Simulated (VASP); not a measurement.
# K2CrHF6 (Fm-3m) in VASP: single point with r2SCAN

Aim: the single point of K2CrHF6 with r2SCAN.

All numbers are computed with VASP 6.6.1; they aren't measurements. Logs are shortened: lines on timing, memory, paths and dates and some standing lists are left out, and cuts for length are marked.

### 1 The cell of the first run

Symmetry: Fm-3m, No. 225, cubic system. The conventional cell has a = 8.032 Å, b = 8.032 Å, c = 8.032 Å, α = 90.00°, β = 90.00°, γ = 90.00°. Cr (site symmetry m-3m) has 6 F at 1.84 Å within 2.4 Å. Within 2.4 Å of F (site symmetry 4mm) lie 1 Cr at 1.84 Å and 1 H at 2.17 Å. K (site symmetry -43m) has 12 F at 2.84 Å and 4 Cr at 3.48 Å and 4 H at 3.48 Å within 3.7 Å. H (site symmetry m-3m) has 6 F at 2.17 Å within 2.9 Å.

### 2 Single point, r2SCAN

POSCAR reads:

```
K2CrHF6
1.0
    0.0000000000      4.0161068700      4.0161068700
    4.0161068700      0.0000000000      4.0161068700
    4.0161068700      4.0161068700      0.0000000000
Cr F K H
1 6 2 1
Direct
    0.0000000000      0.0000000000      0.0000000000
    0.7707000000      0.2293000000      0.2293000000
    0.2293000000      0.7707000000      0.2293000000
    0.2293000000      0.7707000000      0.7707000000
    0.7707000000      0.2293000000      0.7707000000
    0.2293000000      0.2293000000      0.7707000000
    0.7707000000      0.7707000000      0.2293000000
    0.2500000000      0.2500000000      0.2500000000
    0.7500000000      0.7500000000      0.7500000000
    0.5000000000      0.5000000000      0.5000000000
```

INCAR.step1 reads:

```
ALGO = Normal
EDIFF = 1E-4
ENCUT = 520
GGA = PE
ISMEAR = -1
LASPH = T
LCHARG = F
LREAL = F
LWAVE = T
NBANDS = 48
NELM = 100
PREC = Accurate
SIGMA = 0.1
```

INCAR.step2 reads:

```
ALGO = Normal
EDIFF = 1E-7
ENCUT = 520
ISIF = 2
ISMEAR = -1
ISTART = 1
LASPH = T
LCHARG = T
LELF = T
LMIXTAU = T
LREAL = F
LVHAR = T
LWAVE = F
METAGGA = R2SCAN
NBANDS = 48
NELM = 100
PREC = Accurate
SIGMA = 0.1
```

KPOINTS reads:

```
k-points
0
Gamma
  7 7 7
```

Potentials or basis: VASP PAW PBE potentials, release 64 (Cr_pv, F, K_sv, H).

On the command line:

```
cat potpaw_PBE.64/Cr_pv/POTCAR potpaw_PBE.64/F/POTCAR potpaw_PBE.64/K_sv/POTCAR potpaw_PBE.64/H/POTCAR > POTCAR
cp INCAR.step1 INCAR
mpirun -np 1 vasp_std > vasp.out
cp INCAR.step2 INCAR
mpirun -np 1 vasp_std > vasp.out
```

OUTCAR:

```text
EDIFF = 1E-7
   ENCUT = 520
   ISIF = 2
   ISMEAR = -1
   ISTART = 1
   LASPH = T
   LREAL = F
   METAGGA = R2SCAN
   NELM = 100
   PREC = Accurate

 ion  position               nearest neighbor table
   1  0.000  0.000  0.000-   2 1.84   3 1.84   4 1.84   5 1.84   6 1.84   7 1.84   9 3.48   9 3.48
                             9 3.48   8 3.48   9 3.48   8 3.48   8 3.48   8 3.48
   2  0.771  0.229  0.229-   1 1.84   9 2.84   9 2.84   8 2.84   8 2.84
   3  0.229  0.771  0.229-   1 1.84   9 2.84   9 2.84   8 2.84   8 2.84
   4  0.229  0.771  0.771-   1 1.84   9 2.84   9 2.84   8 2.84   8 2.84
   5  0.771  0.229  0.771-   1 1.84   9 2.84   9 2.84   8 2.84   8 2.84
   6  0.229  0.229  0.771-   1 1.84   9 2.84   9 2.84   8 2.84   8 2.84
   7  0.771  0.771  0.229-   1 1.84   9 2.84   9 2.84   8 2.84   8 2.84
   8  0.250  0.250  0.250-   2 2.84   5 2.84   7 2.84   3 2.84   4 2.84   7 2.84   4 2.84   5 2.84
                             6 2.84   2 2.84   3 2.84   6 2.84   1 3.48   1 3.48   1 3.48   1 3.48
   9  0.750  0.750  0.750-   4 2.84   5 2.84   7 2.84   2 2.84   3 2.84   7 2.84   2 2.84   5 2.84
                             6 2.84   3 2.84   4 2.84   6 2.84   1 3.48   1 3.48   1 3.48   1 3.48
  10  0.500  0.500  0.500-

  LATTYP: Found a face centered cubic cell.
 ALAT       =     8.0322137400

  Lattice vectors:

 A1 = (   0.0000000000,   4.0161068700,   4.0161068700)
 A2 = (   4.0161068700,   0.0000000000,   4.0161068700)
 A3 = (   4.0161068700,   4.0161068700,   0.0000000000)

Analysis of symmetry for initial positions (statically):
=====================================================================
 Subroutine PRICEL returns:
 Original cell was already a primitive cell.

 Routine SETGRP: Setting up the symmetry group for a
 face centered cubic supercell.

 Subroutine GETGRP returns: Found 48 space group operations
 (whereof 48 operations were pure point group operations)
 out of a pool of 48 trial point group operations.

The static configuration has the point symmetry O_h .

Analysis of symmetry for dynamics (positions and initial velocities):
=====================================================================
 Subroutine PRICEL returns:
 Original cell was already a primitive cell.

 Routine SETGRP: Setting up the symmetry group for a
 face centered cubic supercell.

 Subroutine GETGRP returns: Found 48 space group operations
 (whereof 48 operations were pure point group operations)
 out of a pool of 48 trial point group operations.

The dynamic configuration has the point symmetry O_h .

 Subroutine INISYM returns: Found 48 space group operations
 (whereof 48 operations are pure point group operations),
 and found     1 'primitive' translations

----------------------------------------------------------------------------------------

                                     Primitive cell

  volume of cell :     129.5525

  direct lattice vectors                    reciprocal lattice vectors
     0.000000000  4.016106870  4.016106870    -0.124498679  0.124498679  0.124498679
     4.016106870  0.000000000  4.016106870     0.124498679 -0.124498679  0.124498679
     4.016106870  4.016106870  0.000000000     0.124498679  0.124498679 -0.124498679

  length of vectors
     5.679632803  5.679632803  5.679632803     0.215638037  0.215638037  0.215638037

  position of ions in fractional coordinates (direct lattice)
     0.000000000  0.000000000  0.000000000
     0.770700000  0.229300000  0.229300000
     0.229300000  0.770700000  0.229300000
     0.229300000  0.770700000  0.770700000
     0.770700000  0.229300000  0.770700000
     0.229300000  0.229300000  0.770700000
     0.770700000  0.770700000  0.229300000
     0.250000000  0.250000000  0.250000000
     0.750000000  0.750000000  0.750000000
     0.500000000  0.500000000  0.500000000

  ion indices of the primitive-cell ions
   primitive index   ion index
                 1           1
                 2           2
                 3           3
                 4           4
                 5           5
                 6           6
                 7           7
                 8           8
                 9           9
                10          10

----------------------------------------------------------------------------------------

 KPOINTS: k-points

Automatic generation of k-mesh.
 Grid dimensions read from file:
 generate k-points for:    7    7    7

 Generating k-lattice:

  Cartesian coordinates                     Fractional coordinates (reciprocal lattice)
    -0.017785526  0.017785526  0.017785526     0.142857143  0.000000000  0.000000000
     0.017785526 -0.017785526  0.017785526     0.000000000  0.142857143  0.000000000
     0.017785526  0.017785526 -0.017785526     0.000000000  0.000000000  0.142857143

  Length of vectors
     0.030805434  0.030805434  0.030805434

  Shift w.r.t. Gamma in fractional coordinates (k-lattice)
     0.000000000  0.000000000  0.000000000

 Subroutine IBZKPT returns following result:
 ===========================================

 Found     20 irreducible k-points:

 Following reciprocal coordinates:
            Coordinates               Weight
  0.000000  0.000000  0.000000      1.000000
  0.142857  0.000000  0.000000      8.000000
  0.285714  0.000000  0.000000      8.000000
  0.428571  0.000000  0.000000      8.000000
  0.142857  0.142857  0.000000      6.000000
  0.285714  0.142857  0.000000     24.000000
[... 12 lines left out ...]
 -0.428571  0.428571  0.142857     24.000000
 -0.285714  0.428571  0.142857     24.000000
   k-points           NKPTS =     20   k-points in BZ     NKDIM =     20   number of bands    NBANDS=     48
   number of dos      NEDOS =    301   number of ions     NIONS =     10
   total plane-waves  NPLWV =  74088
   dimension x,y,z NGX =    42 NGY =   42 NGZ =   42
   dimension x,y,z NGXF=    84 NGYF=   84 NGZF=   84
   ions per type =               1   6   2   1
   NGX,Y,Z   is equivalent  to a cutoff of  12.29, 12.29, 12.29 a.u.
   NGXF,Y,Z  is equivalent  to a cutoff of  24.59, 24.59, 24.59 a.u.
 SYSTEM =  unknown system
   PREC   = accura    normal or accurate (medium, high low for compatibility)
   ISTART =      1    job   : 0-new  1-cont  2-samecut
   ICHARG =      0    charge: 1-file 2-atom 10-const
   ISPIN  =      1    spin polarized calculation?
   LNONCOLLINEAR =      F non collinear calculations
   LSORBIT =      F    spin-orbit coupling
   LASPH  =      T    aspherical Exc in radial PAW
   ENCUT  =  520.0 eV  38.22 Ry    6.18 a.u.  10.56 10.56 10.56*2*pi/ulx,y,z
   NELM   =    100;   NELMIN=  2; NELMDL=  0     # of ELM steps
   EDIFF  = 0.1E-06   stopping-criterion for ELM
   LREAL  =      F    real-space projection
   EDIFFG = 0.1E-05   stopping-criterion for IOM
   NSW    =      0    number of steps for IOM
   IBRION =     -1    ionic relax: 0-MD 1-quasi-New 2-CG
   NFREE  =      0    steps in history (QN), initial steepest desc. (CG)
   ISIF   =      2    stress and relaxation
   ISYM   =      2    0-nonsym 1-usesym 2-fastsym
   POTIM  = 0.5000    time-step for ionic-motion
   TEBEG  =    0.0;   TEEND  =   0.0 temperature during run
   PSTRESS=    0.0 pullay stress
   NELECT =      73.0000    total number of electrons
   NUPDOWN=      -1.0000    fix difference up-down
   EMIN   =  10.00;   EMAX   =-10.00  energy-range for DOS
   EFERMI =   0.00;   METHOD = LEGACY
   ISMEAR =    -1;   SIGMA  =   0.10  broadening in eV -4-tet -1-fermi 0-gaus
   EFERMI_NEDOS =   21; number of points for ismear=-14 and -15
   IALGO  =     38    algorithm
   IMIX   =      4    mixing-type and parameters
     AMIX     =   0.40;   BMIX     =  1.00
     AMIX_MAG =   1.60;   BMIX_MAG =  1.00
  volume/ion in A,a.u.               =      12.96        87.43
  Fermi-wavevector in a.u.,A,eV,Ry     =   1.352178  2.555246 24.876692  1.828385
  Thomas-Fermi vector in A             =   2.479538
   LORBIT       =      0    0 simple, 1 ext, 2 COOP (PROOUT), +10 PAW based schemes
   METAGGA = R2SCAN    functional components
   LHFCALC =     F    Hartree Fock is set to
   AEXX    =    0.0000 exact exchange contribution
   IVDW    =     0    specifies the selected vdW correction
   LEPSILON=     F    determine dielectric tensor
   LRPA    =     F    only Hartree local field effects (RPA)
 non-spin polarized calculation
  energy-cutoff  :      520.00
  volume of cell :      129.55
 maximum number of plane-waves:      3518
 NGX is ok and might be reduce to    42
   NGX = 21   NGY = 21   NGZ = 21

 number of electron      73.0000008 magnetization

 Free energy of the ion-electron system (eV)
  ---------------------------------------------------
  ext. energy  EPLUGINS =         0.00000000
  ---------------------------------------------------
  free energy    TOTEN  =       -71.38858335 eV

  energy without entropy =      -70.91346533  energy(sigma->0) =      -71.15102434

 E-fermi :   1.2574     XC(G=0): -10.0317

 val. band max:        1.2546561897   @ k =   0.4286   0.2857   0.1429
 cond. band min:       1.2577800508   @ k =   0.1429   0.0000   0.0000
 fundamental gap:      0.0031238611
 Fermi energy:         1.2574032840

 k-point     1 :       0.0000    0.0000    0.0000
  band No.  band energies     occupation
      1     -44.9343      2.00000
      2     -44.9342      2.00000
      3     -44.9341      2.00000
      4     -29.1684      2.00000
      5     -29.1129      2.00000
      6     -24.3066      2.00000
[... 40 lines left out ...]
     47       9.2481      0.00000
     48       9.2482      0.00000

 k-point     2 :       0.1429    0.0000    0.0000
  band No.  band energies     occupation
      1     -44.9343      2.00000
      2     -44.9342      2.00000
      3     -44.9342      2.00000
      4     -29.1646      2.00000
      5     -29.1147      2.00000
      6     -24.2995      2.00000
[... 910 lines left out ...]
 k-point    20 :      -0.2857    0.4286    0.1429
  band No.  band energies     occupation
      1     -44.9343      2.00000
      2     -44.9343      2.00000
      3     -44.9342      2.00000
      4     -29.1344      2.00000
      5     -29.1323      2.00000
      6     -24.2516      2.00000
[... 40 lines left out ...]
     47      10.1317      0.00000
     48      10.7215      0.00000

------------------------ aborting loop because EDIFF is reached ----------------------------------------

  FORCE on cell =-STRESS in cart. coord.  units (eV):
  Direction    XX          YY          ZZ          XY          YZ          ZX
  --------------------------------------------------------------------------------------
  -------------------------------------------------------------------------------------
  Total        1.0055658      1.0055658      1.0055658     -0.0000000     -0.0000000      0.0000000
  in kB       12.4358447     12.4358447     12.4358447     -0.0000000     -0.0000000      0.0000000
  external PRESSURE =      12.4358447 kB  Pullay stress =       0.0000000 kB

 VOLUME and BASIS-vectors are now :
 -----------------------------------------------------------------------------
  energy-cutoff  :      520.00
  volume of cell :      129.55
      direct lattice vectors                 reciprocal lattice vectors
     0.000000000  4.016106870  4.016106870    -0.124498679  0.124498679  0.124498679
     4.016106870  0.000000000  4.016106870     0.124498679 -0.124498679  0.124498679
     4.016106870  4.016106870  0.000000000     0.124498679  0.124498679 -0.124498679

 POSITION                                       TOTAL-FORCE (eV/Angst)
 -----------------------------------------------------------------------------------
      0.00000      0.00000      0.00000        -0.000000      0.000000      0.000000
      1.84179      4.01611      4.01611         0.406633      0.000000      0.000000
      4.01611      1.84179      4.01611        -0.000000      0.406633      0.000000
      6.19043      4.01611      4.01611        -0.406633      0.000000      0.000000
      4.01611      6.19043      4.01611        -0.000000     -0.406633      0.000000
      4.01611      4.01611      1.84179        -0.000000      0.000000      0.406633
      4.01611      4.01611      6.19043        -0.000000      0.000000     -0.406633
      2.00805      2.00805      2.00805        -0.000000      0.000000      0.000000
      6.02416      6.02416      6.02416        -0.000000      0.000000      0.000000
      4.01611      4.01611      4.01611        -0.000000      0.000000      0.000000
 -----------------------------------------------------------------------------------
    total drift:                                0.000000      0.000000      0.000000

  FREE ENERGIE OF THE ION-ELECTRON SYSTEM (eV)
  ---------------------------------------------------
  free  energy   TOTEN  =       -71.3885833532 eV

  energy  without entropy=      -70.9134653318  energy(sigma->0) =      -71.15102434
```

It took 15 min on 1 thread of Intel Xeon Platinum 8488C (Sapphire Rapids), shared host; peak memory 0.35 GiB.

What came out:

* Free energy: -71.3886 eV
* Pressure: 1.2 GPa
* Largest force: 0.407 eV/Å
* Band gap on the k mesh: zero (an odd number of electrons rules out a gap without spin polarisation)

Forces in eV/Å, atoms in the order of the input:
```
Cr   0.000  0.000  0.000
F    0.407  0.000  0.000
F    0.000  0.407  0.000
F   -0.407  0.000  0.000
F    0.000 -0.407  0.000
F    0.000  0.000  0.407
F    0.000  0.000 -0.407
K    0.000  0.000  0.000
K    0.000  0.000  0.000
H    0.000  0.000  0.000
```

Levels at points of the mesh, in eV from the Fermi level:
| k point | band 32 | band 33 | band 34 | band 35 | band 36 | band 37 | band 38 | band 39 | band 40 | band 41 |
| --- | --- | --- | --- | --- | --- | --- | --- | --- | --- | --- |
| (0.00, 0.00, 0.00) | -4.48 | -4.15 | -4.15 | -4.15 | -0.01 | -0.01 | -0.01 | 0.03 | 1.56 | 2.90 |

Caveat: the PAW data sets were made with another functional, which shifts forces and pressure a little; an odd number of electrons without spin polarisation forces a metal; a magnetic or distorted state may lie lower; the run has no spin polarisation, though such a crystal can be magnetic; semilocal functionals often make such compounds metallic where correlation or magnetic order opens a gap, which also shifts bond lengths.
